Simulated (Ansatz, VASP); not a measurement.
**Ag: VASP beside Ansatz**

INCAR

```
SYSTEM = Ag
  PREC = Accurate
  ENCUT = 520
  EDIFF = 1E-6
  ISMEAR = -1
  SIGMA = 0.1
  LREAL = .False.
  LASPH = .True.
  NELM = 80
  ALGO = Normal
  ISIF = 2
  LWAVE = .False.
  LCHARG = .False.
  NBANDS = 12
```

Contents of KPOINTS:

```
regular mesh
0
Gamma
  17 17 17
  0 0 0
```

File POSCAR:

```
Ag
1.0
   -1.5071682093      1.5071682093      1.5071682093
    1.5071682093     -1.5071682093      1.5071682093
    1.5071682093      1.5071682093     -1.5071682093
Ag
1
Direct
    0.0000000000      0.0000000000      0.0000000000
```

Input for Ansatz:

```yaml
crystal:
  lattice:
    - [-1.5071682093, 1.5071682093, 1.5071682093]
    - [1.5071682093, -1.5071682093, 1.5071682093]
    - [1.5071682093, 1.5071682093, -1.5071682093]
  atoms:
    - { symbol: Ag, position: [0.0, 0.0, 0.0] }
kpoints:
  mp_grid: { grid: [17, 17, 17] }
scf:
  occupations: { method: fermi_dirac, width: 0.1 }
hamiltonian:
  xc: lda
  pseudopotentials: { kind: paw }
output:
  forces: true
  stress: true
  eigenvalues: true
  populations: true
```

Change from the starting cell: volume scaled by 0.85, PAW files.

Alike in both runs: task single point; functional LDA; k mesh 17 × 17 × 17; occupations fermi-dirac, width 0.1 eV; no spin polarisation.

|  | VASP | Ansatz |
| --- | --- | --- |
| version | VASP 6.6.1 | Ansatz 0.2.0 |
| potentials or method | VASP PAW LDA potentials, release 64 (Ag) | PAW with Ansatz's default frozen-core files, scalar-relativistic |
| plane-wave cutoff (eV) | 520 | 420 |
| valence electrons in the cell | 11 | 19 |

|  | VASP | Ansatz | Ansatz less VASP |
| --- | --- | --- | --- |
| pressure (GPa) | 34.9 | 34.8 | -0.11 |

LDA's correlation is that of Perdew and Zunger in VASP and of Perdew and Wang (1992) in Ansatz. Both programs put the cell under a high pressure, so it lies far from rest at this level. VASP's potentials hold 11 valence electrons a cell and Ansatz's 19, so a difference there can come from the potentials and not from the codes.
